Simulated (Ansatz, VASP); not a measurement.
CsLiBr3 in VASP and in Ansatz

Contents of POSCAR:

```
CsLiBr3
1.0
    7.5844730000      0.0000000000      0.0000000000
   -3.7922370000      6.5683510000      0.0000000000
    0.0000000000      0.0000000000      6.4893990000
Cs Br Li
2 6 2
Direct
    0.6667000000      0.3333000000      0.2500000000
    0.3334000000      0.6667000000      0.7500000000
    0.1667000000      0.8333000000      0.2500000000
    0.3334000000      0.1667000000      0.7500000000
    0.1667000000      0.3334000000      0.2500000000
    0.8333000000      0.1667000000      0.7500000000
    0.6666000000      0.8333000000      0.2500000000
    0.8333000000      0.6666000000      0.7500000000
    0.0000000000      0.0000000000      0.0000000000
    0.0000000000      0.0000000000      0.5000000000
```

Contents of INCAR.step1:

```
SYSTEM = CsLiBr3
PREC = Accurate
ENCUT = 650
EDIFF = 1E-5
ISMEAR = -1
SIGMA = 0.1
LREAL = .FALSE.
LASPH = .TRUE.
NELM = 120
ALGO = Normal
ISIF = 2
LWAVE = .TRUE.
LCHARG = .FALSE.
GGA = PE
NBANDS = 44
GGA_COMPAT = .FALSE.
KPAR = 2
NCORE = 2
```

The input INCAR.step2:

```
SYSTEM = CsLiBr3
PREC = Accurate
ENCUT = 650
EDIFF = 1E-6
ISMEAR = -1
SIGMA = 0.1
LREAL = .FALSE.
LASPH = .TRUE.
NELM = 120
ALGO = Normal
ISIF = 2
LWAVE = .FALSE.
LCHARG = .FALSE.
GGA = PE
LHFCALC = .TRUE.
HFSCREEN = 0.2079
PRECFOCK = Fast
ISTART = 1
NBANDS = 44
GGA_COMPAT = .FALSE.
KPAR = 2
NCORE = 2
```

File KPOINTS:

```
Automatic mesh
0
G
  2 2 2
  0 0 0
```

Input for Ansatz:

```yaml
crystal:
  lattice:
    - [7.584473, 0.0, 0.0]
    - [-3.792237, 6.568351, 0.0]
    - [0.0, 0.0, 6.489399]
  atoms:
    - { symbol: Cs, position: [0.6667, 0.3333, 0.25] }
    - { symbol: Cs, position: [0.3334, 0.6667, 0.75] }
    - { symbol: Br, position: [0.1667, 0.8333, 0.25] }
    - { symbol: Br, position: [0.3334, 0.1667, 0.75] }
    - { symbol: Br, position: [0.1667, 0.3334, 0.25] }
    - { symbol: Br, position: [0.8333, 0.1667, 0.75] }
    - { symbol: Br, position: [0.6666, 0.8333, 0.25] }
    - { symbol: Br, position: [0.8333, 0.6666, 0.75] }
    - { symbol: Li, position: [0.0, 0.0, 0.0] }
    - { symbol: Li, position: [0.0, 0.0, 0.5] }
  symmetry: { tolerance: 0.0003 }
kpoints:
  mp_grid: { grid: [2, 2, 2], shift: [0, 0, 0] }
magnetization:
  spin_polarized: false
scf:
  occupations: { method: fermi_dirac }
hamiltonian:
  pseudopotentials: { kind: paw }
  xc: hse06
basis:
  ecutwfc: 420
  fft_grid_basis: typed
output:
  forces: true
  stress: true
  eigenvalues: true
  bader: true
  populations: true
  elf: true
  write_potential: true
  volumetric_format: npy
  dos:
    e_range: [-12, 8]
    de: 0.05
    projected: { site_lists: { Br: [Br], Cs: [Cs], Li: [Li] } }
    method: { smearing: { sigma: 0.1, scheme: gaussian } }
```

Alike in both runs: task single point; functional HSE06; k mesh 2 × 2 × 2; no spin polarisation.

|  | VASP | Ansatz |
| --- | --- | --- |
| version | VASP 6.6.1 | Ansatz 0.2.0 |
| potentials or method | VASP PAW PBE potentials, release 64 (Cs_sv, Br, Li_sv), cutoff 650 eV | PAW plane waves |
| occupations | fermi-dirac, width 0.1 eV | fermi-dirac |
| valence electrons in the cell | 66 | 66 |

Ansatz gave:

- pressure (GPa): -0.5
- traceless stress, the component that is largest in VASP (GPa): 1.09
- rms of the force components (eV/Å): 0.045

Estimate VASP's values.

pressure (GPa): -0.6; traceless stress, the component that is largest in VASP (GPa): 1.09; rms of the force components (eV/Å): 0.046.

Atom by atom the forces differ by 0.001 eV/Å (rms over components). Ansatz's warnings: filled band counts differ across k points, stress exchange threshold loose, stress scf threshold loose, structure snapped to symmetry.

The k mesh is coarse, so the values compare programs but aren't converged. Spin-orbit coupling is off throughout.
